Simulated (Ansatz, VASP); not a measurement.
# MoS2: VASP beside Ansatz

```
CELL_PARAMETERS angstrom
3.16317 0.00000 0.00000
-1.58158 2.73938 0.00000
0.00000 0.00000 21.52509
ATOMIC_POSITIONS crystal
Mo 0.33333 0.66667 0.85116
Mo 0.66667 0.33333 0.14884
S 0.66667 0.33333 0.77963
S 0.33333 0.66667 0.07725
S 0.66667 0.33333 0.92275
S 0.33333 0.66667 0.22037
```

Alike in both runs: task single point; functional PBE; dispersion D3(BJ); k mesh 10 × 10 × 2; occupations fermi-dirac, width 0.05 eV; no spin polarisation.

|  | VASP | Ansatz |
| --- | --- | --- |
| version | VASP 6.6.1 | Ansatz 0.2.0 |
| potentials or method | VASP PAW PBE potentials, release 64 (Mo_sv, S) | Ansatz PAW |
| plane-wave cutoff (eV) | 520 | 420 |
| valence electrons in the cell | 52 | 52 |

VASP gave:

| Property | Result |
| --- | --- |
| gap on the k mesh at the Fermi level (eV) | 1.43 |
| least direct gap on the mesh (eV) | 1.95 |
| rms of the force components (eV/Å) | 0.227 |

Estimate Ansatz's values.

gap on the k mesh at the Fermi level (eV): 1.41; least direct gap on the mesh (eV): 1.94; rms of the force components (eV/Å): 0.234.

Atom by atom the forces differ by 0.007 eV/Å (rms over components).
